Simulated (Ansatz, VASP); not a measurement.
Cu in VASP and in Ansatz

The input INCAR:

```
ALGO = Fast
EDIFF = 1E-6
EDIFFG = -0.002
ENCUT = 600
GGA = CA
IBRION = 2
ISIF = 3
ISMEAR = 0
LASPH = T
LCHARG = F
LREAL = F
LWAVE = F
NELM = 60
NSW = 100
PREC = Accurate
SIGMA = 0.1
```

KPOINTS

```
k-points
0
Gamma
  18 18 18
```

File POSCAR:

```
Cu
1.0
    0.0000000000      1.7597846661      1.7597846661
    1.7597846661      0.0000000000      1.7597846661
    1.7597846661      1.7597846661      0.0000000000
Cu
1
Direct
    0.0000000000      0.0000000000      0.0000000000
```

Input for Ansatz:

```yaml
crystal:
  lattice:
    - [0.0, 1.7597846661, 1.7597846661]
    - [1.7597846661, 0.0, 1.7597846661]
    - [1.7597846661, 1.7597846661, 0.0]
  atoms:
    - { symbol: Cu, position: [0.0, 0.0, 0.0] }
basis:
  ecutwfc: 600.0
kpoints:
  mp_grid: { grid: [18, 18, 18] }
hamiltonian:
  xc: lda
  pseudopotentials: { kind: paw, azcp: { folder: soft_1 } }
scf:
  occupations: { method: gaussian, width: 0.1 }
output:
  forces: true
  stress: true
  eigenvalues: true
relax:
  adjacent_minimum: "off"
  f_tol: 0.002
  max_steps: 80
  cell: { stress_tol: 0.02 }
```

Alike in both runs: task relaxation of cell and atoms; functional LDA; k mesh 18 × 18 × 18; occupations gaussian, width 0.1 eV; no spin polarisation.

```csv
,VASP,Ansatz
version,VASP 6.6.1,Ansatz 0.2.0
potentials or method,"VASP PAW LDA potentials, release 64 (Cu), cutoff 600 eV","scalar-relativistic, plane waves, PAW"
valence electrons in the cell,11,19
```

Ansatz gave:

* gap on the k mesh at the Fermi level, each at its own relaxed structure (eV): none
* relaxed volume (Å³/atom): 10.89
* relaxed length of the cell vector where the two differ most in proportion (Å): 2.488

Question: What did VASP give for the same quantities?

Answer: gap on the k mesh at the Fermi level, each at its own relaxed structure (eV): none; relaxed volume (Å³/atom): 10.95; relaxed length of the cell vector where the two differ most in proportion (Å): 2.493.

Ansatz warns that its potentials were made for another functional, while VASP's fit it. LDA's correlation is that of Perdew and Zunger in VASP and of Perdew and Wang (1992) in Ansatz. A gap of «none» marks a metal or a gap that the smearing closes. VASP's potentials hold 11 valence electrons a cell and Ansatz's 19, so a difference there can come from the potentials and not from the codes.
